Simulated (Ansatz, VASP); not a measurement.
# NaCl: VASP beside Ansatz

INCAR

```
SYSTEM = NaCl
PREC     = Accurate       ! precision mode
ENCUT    = 520            ! plane-wave cutoff, eV
EDIFF    = 1E-7           ! SCF threshold, eV
ISMEAR   = 0              ! smearing method
SIGMA    = 0.02           ! smearing width, eV
LREAL    = .False.        ! projectors in reciprocal space
LASPH    = .True.         ! aspherical terms in the spheres
NELM     = 60             ! most SCF steps
ALGO     = Normal         ! electronic algorithm
ISIF     = 2              ! what is computed and relaxed
LWAVE    = .False.        ! write WAVECAR
LCHARG   = .True.         ! write CHGCAR
LELF     = .True.         ! ELF
LVHAR    = .True.       
NBANDS   = 14             ! bands
```

KPOINTS

```
Automatic mesh
0
Gamma
  6 6 6
  0 0 0
```

Contents of POSCAR:

```
NaCl
1.0
    3.4651368298      0.0000000000      0.0000000000
    0.0000000000      3.4651368298      0.0000000000
    0.0000000000      0.0000000000      3.4651368298
Na Cl
1 1
Direct
    0.0000000000      0.0000000000      0.0000000000
    0.5000000000      0.5000000000      0.5000000000
```

Input for Ansatz:

```yaml
crystal:
  lattice:
    - [3.4651368298, 0.0, 0.0]
    - [0.0, 3.4651368298, 0.0]
    - [0.0, 0.0, 3.4651368298]
  atoms:
    - { symbol: Na, position: [0.0, 0.0, 0.0] }
    - { symbol: Cl, position: [0.5, 0.5, 0.5] }
basis:
  ecutwfc: 420
kpoints:
  mp_grid: { grid: [6, 6, 6] }
hamiltonian:
  xc: lda
scf:
  occupations: { method: gaussian, width: 0.02 }
output:
  forces: true
  stress: true
  eigenvalues: true
```

Alike in both runs: task single point; functional LDA; k mesh 6 × 6 × 6; occupations gaussian, width 0.02 eV; no spin polarisation.

|  | VASP | Ansatz |
| --- | --- | --- |
| version | VASP 6.6.1 | Ansatz 0.2.0 |
| potentials or method | VASP PAW LDA potentials, release 64 (Na_pv, Cl), cutoff 520 eV | scalar-relativistic, plane waves, PAW |
| valence electrons in the cell | 14 | 16 |

|  | VASP | Ansatz | Ansatz less VASP |
| --- | --- | --- | --- |
| gap on the k mesh at the Fermi level (eV) | 3.71 | 3.70 | -0.007 |
| least direct gap on the mesh (eV) | 4.25 | 4.24 | -0.007 |
| pressure (GPa) | -2.5 | -2.4 | +0.04 |

LDA's correlation is that of Perdew and Zunger in VASP and of Perdew and Wang (1992) in Ansatz. VASP's potentials hold 14 valence electrons a cell and Ansatz's 16, so a difference there can come from the potentials and not from the codes.
